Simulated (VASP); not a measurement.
Here is a VASP 6.6.1 calculation.

File INCAR:

```
ALGO = Normal ; EDIFF = 1E-6
ENCUT = 520 ; GGA = PS
ISIF = 2 ; ISMEAR = 0
LASPH = True ; LCHARG = False
LREAL = False ; LWAVE = False
NBANDS = 22 ; NELM = 100
PREC = Accurate ; SIGMA = 0.02
```

The input KPOINTS:

```
k-points
0
Gamma
  8 8 4
```

Contents of POSCAR:

```
Cl
1.0
    3.0413760000     -2.1547456000      0.0000000000
    3.0413760000      2.1547456000      0.0000000000
    0.0000000000      0.0000000000      7.9103542000
Cl
4
Direct
    0.1232824733      0.8767175267      0.0887590437
    0.6665771626      0.3334228374      0.4112409563
    0.8334228374      0.1665771626      0.9112409563
    0.3767175267      0.6232824733      0.5887590437
```

Potentials or basis: VASP PAW PBE potentials, release 64 (Cl).

The run is started by

```console
$ cat potpaw_PBE.64/Cl/POTCAR > POTCAR
$ mpirun -np 1 vasp_std > vasp.out
```

**Question.** What does it give for the largest force?

**Answer.** 2.738 eV/Å.

**Question.** Estimate the pressure.

**Answer.** 5.7 GPa.

Forces on the atoms (eV/Å):
```
Cl   0.000 -1.642  2.190
Cl   0.000 -1.622 -2.190
Cl   0.000  1.622 -2.190
Cl   0.000  1.642  2.190
```

Caveat: the cell differs from its parent crystal (strained and its atoms moved); the PAW data sets were made with another functional, which shifts forces and pressure a little.
